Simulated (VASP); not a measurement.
# C (R-3m) in VASP: single point with PBEsol

Aim: the single point of C with PBEsol.

Program: VASP 6.6.1. These are calculated values, not measurements. Logs are shortened: lines on timing, memory, paths and dates and some standing lists are left out, and cuts for length are marked.

## (1) The cell of the first run

The structure is trigonal, space group R-3m (No. 166). The conventional cell has a = 2.538 Å, b = 2.538 Å, c = 6.148 Å, α = 90.00°, β = 90.00°, γ = 120.00°. C (site symmetry 3m) has 4 C at 1.54 to 1.55 Å within 2.0 Å.

## (2) Single point, PBEsol

File INCAR:

```
SYSTEM = C
PREC = Accurate
ENCUT = 600
EDIFF = 1E-6
ISMEAR = 0
SIGMA = 0.01
LREAL = .FALSE.
LASPH = .TRUE.
NELM = 120
ALGO = Normal
ISIF = 2
LWAVE = .FALSE.
LCHARG = .FALSE.
GGA = PS
NBANDS = 11
GGA_COMPAT = .FALSE.
```

File KPOINTS:

```
regular mesh
0
G
  6 6 6
  0 0 0
```

File POSCAR:

```
C
1.0
   -0.0131329369      1.7814679574      1.7814679574
    1.7814679574     -0.0131329369      1.7814679574
    1.7814679574      1.7814679574     -0.0131329369
C
2
Direct
   -0.0000873341     -0.0000873341     -0.0000873341
    0.2500873341      0.2500873341      0.2500873341
```

Potentials or basis: VASP PAW PBE potentials, release 64 (C).

Command:

```
cat potpaw_PBE.64/C/POTCAR > POTCAR
mpirun -np 1 vasp_std > vasp.out
```

OUTCAR:

```text
SYSTEM = C
   PREC = Accurate
   ENCUT = 600
   EDIFF = 1E-6
   ISMEAR = 0
   LREAL = .FALSE.
   LASPH = .TRUE.
   NELM = 120
   ISIF = 2
   GGA = PS

 ion  position               nearest neighbor table
   1  1.000  1.000  1.000-   2 1.54   2 1.55   2 1.55   2 1.55
   2  0.250  0.250  0.250-   1 1.54   1 1.55   1 1.55   1 1.55

  LATTYP: Found a trigonal (rhomboedric) cell.
 ALAT       =     2.5194103756
 COS(alpha) =     0.4926146394

  Lattice vectors:

 A1 = (  -0.0131329369,   1.7814679574,   1.7814679574)
 A2 = (   1.7814679574,  -0.0131329369,   1.7814679574)
 A3 = (   1.7814679574,   1.7814679574,  -0.0131329369)

Analysis of symmetry for initial positions (statically):
=====================================================================
 Subroutine PRICEL returns:
 Original cell was already a primitive cell.

 Routine SETGRP: Setting up the symmetry group for a
 trigonal (rhombohedral) supercell.

 Subroutine GETGRP returns: Found 12 space group operations
 (whereof  6 operations were pure point group operations)
 out of a pool of 12 trial point group operations.

The static configuration has the point symmetry C_3v.
 The point group associated with its full space group is D_3d.

Analysis of symmetry for dynamics (positions and initial velocities):
=====================================================================
 Subroutine PRICEL returns:
 Original cell was already a primitive cell.

 Routine SETGRP: Setting up the symmetry group for a
 trigonal (rhombohedral) supercell.

 Subroutine GETGRP returns: Found 12 space group operations
 (whereof  6 operations were pure point group operations)
 out of a pool of 12 trial point group operations.

The dynamic configuration has the point symmetry C_3v.
 The point group associated with its full space group is D_3d.

 Subroutine INISYM returns: Found 12 space group operations
 (whereof  6 operations are pure point group operations),
 and found     1 'primitive' translations

----------------------------------------------------------------------------------------

                                     Primitive cell

  volume of cell :      11.4325

  direct lattice vectors                    reciprocal lattice vectors
    -0.013132937  1.781467957  1.781467957    -0.277582715  0.279644245  0.279644245
     1.781467957 -0.013132937  1.781467957     0.279644245 -0.277582715  0.279644245
     1.781467957  1.781467957 -0.013132937     0.279644245  0.279644245 -0.277582715

  length of vectors
     2.519410376  2.519410376  2.519410376     0.483170747  0.483170747  0.483170747

  position of ions in fractional coordinates (direct lattice)
     0.999912666  0.999912666  0.999912666
     0.250087334  0.250087334  0.250087334

  ion indices of the primitive-cell ions
   primitive index   ion index
                 1           1
                 2           2

----------------------------------------------------------------------------------------

 KPOINTS: regular mesh

Automatic generation of k-mesh.
 Grid dimensions read from file:
 generate k-points for:    6    6    6

 Generating k-lattice:

  Cartesian coordinates                     Fractional coordinates (reciprocal lattice)
    -0.046263786  0.046607374  0.046607374     0.166666667  0.000000000 -0.000000000
     0.046607374 -0.046263786  0.046607374     0.000000000  0.166666667 -0.000000000
     0.046607374  0.046607374 -0.046263786     0.000000000  0.000000000  0.166666667

  Length of vectors
     0.080528458  0.080528458  0.080528458

  Shift w.r.t. Gamma in fractional coordinates (k-lattice)
     0.000000000  0.000000000  0.000000000

 Subroutine IBZKPT returns following result:
 ===========================================

 Found     32 irreducible k-points:

 Following reciprocal coordinates:
            Coordinates               Weight
  0.000000  0.000000  0.000000      1.000000
  0.166667  0.000000  0.000000      6.000000
  0.333333  0.000000  0.000000      6.000000
  0.500000  0.000000 -0.000000      3.000000
  0.166667  0.166667  0.000000      6.000000
  0.333333  0.166667  0.000000     12.000000
[... 16 lines left out ...]
  0.500000  0.500000  0.166667      6.000000
 -0.333333  0.500000  0.166667     12.000000
 [... further k-points ...]
   k-points           NKPTS =     32   k-points in BZ     NKDIM =     32   number of bands    NBANDS=     11
   number of dos      NEDOS =    301   number of ions     NIONS =      2
   total plane-waves  NPLWV =   8000
   dimension x,y,z NGX =    20 NGY =   20 NGZ =   20
   dimension x,y,z NGXF=    40 NGYF=   40 NGZF=   40
   ions per type =               2
   NGX,Y,Z   is equivalent  to a cutoff of  13.20, 13.20, 13.20 a.u.
   NGXF,Y,Z  is equivalent  to a cutoff of  26.39, 26.39, 26.39 a.u.
 SYSTEM =  C
   PREC   = accura    normal or accurate (medium, high low for compatibility)
   ISTART =      0    job   : 0-new  1-cont  2-samecut
   ICHARG =      2    charge: 1-file 2-atom 10-const
   ISPIN  =      1    spin polarized calculation?
   LNONCOLLINEAR =      F non collinear calculations
   LSORBIT =      F    spin-orbit coupling
   LASPH  =      T    aspherical Exc in radial PAW
   ENCUT  =  600.0 eV  44.10 Ry    6.64 a.u.   5.03  5.03  5.03*2*pi/ulx,y,z
   NELM   =    120;   NELMIN=  2; NELMDL= -5     # of ELM steps
   EDIFF  = 0.1E-05   stopping-criterion for ELM
   LREAL  =      F    real-space projection
   EDIFFG = 0.1E-04   stopping-criterion for IOM
   NSW    =      0    number of steps for IOM
   IBRION =     -1    ionic relax: 0-MD 1-quasi-New 2-CG
   NFREE  =      0    steps in history (QN), initial steepest desc. (CG)
   ISIF   =      2    stress and relaxation
   ISYM   =      2    0-nonsym 1-usesym 2-fastsym
   POTIM  = 0.5000    time-step for ionic-motion
   TEBEG  =    0.0;   TEEND  =   0.0 temperature during run
   PSTRESS=    0.0 pullay stress
   NELECT =       8.0000    total number of electrons
   NUPDOWN=      -1.0000    fix difference up-down
   EMIN   =  10.00;   EMAX   =-10.00  energy-range for DOS
   EFERMI =   0.00;   METHOD = LEGACY
   ISMEAR =     0;   SIGMA  =   0.01  broadening in eV -4-tet -1-fermi 0-gaus
   EFERMI_NEDOS =   21; number of points for ismear=-14 and -15
   IALGO  =     38    algorithm
   IMIX   =      4    mixing-type and parameters
     AMIX     =   0.40;   BMIX     =  1.00
     AMIX_MAG =   1.60;   BMIX_MAG =  1.00
  volume/ion in A,a.u.               =       5.72        38.58
  Fermi-wavevector in a.u.,A,eV,Ry     =   1.453421  2.746568 28.741398  2.112433
  Thomas-Fermi vector in A             =   2.570690
   LORBIT       =      0    0 simple, 1 ext, 2 COOP (PROOUT), +10 PAW based schemes
   GGA     = PS    functional components
   LHFCALC =     F    Hartree Fock is set to
   AEXX    =    0.0000 exact exchange contribution
   IVDW    =     0    specifies the selected vdW correction
   LEPSILON=     F    determine dielectric tensor
   LRPA    =     F    only Hartree local field effects (RPA)
 non-spin polarized calculation
 Gauss-broadening in eV      SIGMA  =   0.01
  energy-cutoff  :      600.00
  volume of cell :       11.43
 maximum number of plane-waves:       392
   NGX =  9   NGY =  9   NGZ =  9

 number of electron       7.9999999 magnetization

 Free energy of the ion-electron system (eV)
  ---------------------------------------------------
  ext. energy  EPLUGINS =         0.00000000
  ---------------------------------------------------
  free energy    TOTEN  =       -19.23728589 eV

  energy without entropy =      -19.23728589  energy(sigma->0) =      -19.23728589

 E-fermi :   9.6582     XC(G=0): -13.3931

 val. band max:        9.6169592629   @ k =   0.0000   0.0000   0.0000
 cond. band min:      13.6117942876   @ k =   0.3333   0.3333   0.0000
 fundamental gap:      3.9948350247
 Fermi energy:         9.6582207127

 k-point     1 :       0.0000    0.0000    0.0000
  band No.  band energies     occupation
      1     -11.8196      2.00000
      2       9.5895      2.00000
      3       9.5895      2.00000
      4       9.6170      2.00000
      5      15.0130      0.00000
      6      15.0130      0.00000
      7      15.3152      0.00000
      8      22.8012      0.00000
      9      28.4584      0.00000
     10      35.9810      0.00000
     11      35.9810      0.00000

 k-point     2 :       0.1667    0.0000    0.0000
  band No.  band energies     occupation
      1     -11.0587      2.00000
      2       5.8040      2.00000
      3       8.5833      2.00000
      4       8.6055      2.00000
      5      16.3459      0.00000
      6      16.5626      0.00000
      7      16.9451      0.00000
      8      23.4072      0.00000
      9      29.4573      0.00000
     10      32.0991      0.00000
     11      32.3219      0.00000

 k-point     3 :       0.3333    0.0000    0.0000
  band No.  band energies     occupation
      1      -8.8270      2.00000
      2       0.2033      2.00000
      3       7.3153      2.00000
      4       7.3172      2.00000
      5      17.6864      0.00000
      6      17.8399      0.00000
      7      18.1895      0.00000
      8      24.6169      0.00000
      9      30.1684      0.00000
     10      32.4187      0.00000
     11      32.8048      0.00000

 k-point     4 :       0.5000    0.0000   -0.0000
  band No.  band energies     occupation
      1      -6.0843      2.00000
      2      -3.7809      2.00000
      3       6.8343      2.00000
      4       6.8498      2.00000
      5      17.8696      0.00000
      6      18.0222      0.00000
      7      18.4702      0.00000
      8      25.0279      0.00000
      9      31.1023      0.00000
     10      33.3890      0.00000
     11      35.0250      0.00000
[... 239 lines left out ...]
 k-point    22 :      -0.1667    0.3333    0.1667
  band No.  band energies     occupation
      1      -6.9063      2.00000
      2       0.9733      2.00000
      3       2.2599      2.00000
      4       4.7951      2.00000
      5      17.1983      0.00000
      6      19.4511      0.00000
      7      21.0280      0.00000
      8      23.6205      0.00000
      9      29.8661      0.00000
     10      31.3661      0.00000
     11      36.4701      0.00000

 k-point    23 :       0.5000    0.5000    0.1667
  band No.  band energies     occupation
      1      -5.1751      2.00000
      2      -0.6154      2.00000
      3       1.9996      2.00000
      4       3.8864      2.00000
      5      14.5775      0.00000
      6      17.8868      0.00000
      7      24.2653      0.00000
      8      24.5146      0.00000
      9      30.6661      0.00000
     10      32.7414      0.00000
     11      38.3541      0.00000

 k-point    24 :      -0.3333    0.5000    0.1667
  band No.  band energies     occupation
      1      -2.6458      2.00000
      2      -2.4948      2.00000
      3       1.7333      2.00000
      4       1.8129      2.00000
      5      17.4894      0.00000
      6      17.8134      0.00000
      7      23.8039      0.00000
      8      24.1290      0.00000
      9      30.9639      0.00000
     10      31.0735      0.00000
     11      39.8212      0.00000

 [... further k-points ...]
[... 5 lines left out ...]
  --------------------------------------------------------------------------------------
  -------------------------------------------------------------------------------------
  Total       -0.5440657     -0.5440657     -0.5440657      0.2904463      0.2904463      0.2904463
  in kB      -76.2468536    -76.2468536    -76.2468536     40.7039396     40.7039396     40.7039396
  external PRESSURE =     -76.2468536 kB  Pullay stress =       0.0000000 kB

 VOLUME and BASIS-vectors are now :
 -----------------------------------------------------------------------------
  energy-cutoff  :      600.00
  volume of cell :       11.43
      direct lattice vectors                 reciprocal lattice vectors
    -0.013132937  1.781467957  1.781467957    -0.277582715  0.279644245  0.279644245
     1.781467957 -0.013132937  1.781467957     0.279644245 -0.277582715  0.279644245
     1.781467957  1.781467957 -0.013132937     0.279644245  0.279644245 -0.277582715

 POSITION                                       TOTAL-FORCE (eV/Angst)
 -----------------------------------------------------------------------------------
      3.54949      3.54949      3.54949        -0.003135     -0.003135     -0.003135
      0.88776      0.88776      0.88776         0.003135      0.003135      0.003135
 -----------------------------------------------------------------------------------
    total drift:                                0.000000      0.000000      0.000000

  FREE ENERGIE OF THE ION-ELECTRON SYSTEM (eV)
  ---------------------------------------------------
  free  energy   TOTEN  =       -19.2372858942 eV

  energy  without entropy=      -19.2372858942  energy(sigma->0) =      -19.23728589
```

Wall time 2.7 s (1 thread of Intel Xeon 6975P-C (Granite Rapids), shared host); peak memory 0.11 GiB.

Results:

```yaml
Free_energy: -19.2373 eV
Pressure: -7.6 GPa
Largest_force: 0.005 eV/Å
Band_gap_on_the_k_mesh: 3.99 eV, indirect (least direct gap 5.40 eV)
```

Forces in eV/Å, atoms in the order of the input:
```
C   -0.003 -0.003 -0.003
C    0.003  0.003  0.003
```

Stress tensor (GPa, compression positive):
```
-7.62  4.07  4.07
 4.07 -7.62  4.07
 4.07  4.07 -7.62
```

Levels at points of the mesh, in eV from the valence-band top:
```
           k point  band 1  band 2  band 3  band 4  band 5  band 6  band 7  band 8
(0.00, 0.00, 0.00)  -21.44   -0.03   -0.03    0.00    5.40    5.40    5.70   13.18
(0.50, 0.00, 0.00)  -15.70  -13.40   -2.78   -2.77    8.25    8.41    8.85   15.41
(0.50, 0.50, 0.00)  -12.78  -12.70   -6.39   -6.23    4.42    4.71   16.63   16.66
(0.50, 0.50, 0.50)  -15.49  -13.40   -2.91   -2.91    8.26    8.26    8.46   15.36
```

Caveat: the k points lie up to 0.51 Å⁻¹ apart; the PAW data sets were made with another functional, which shifts forces and pressure a little.
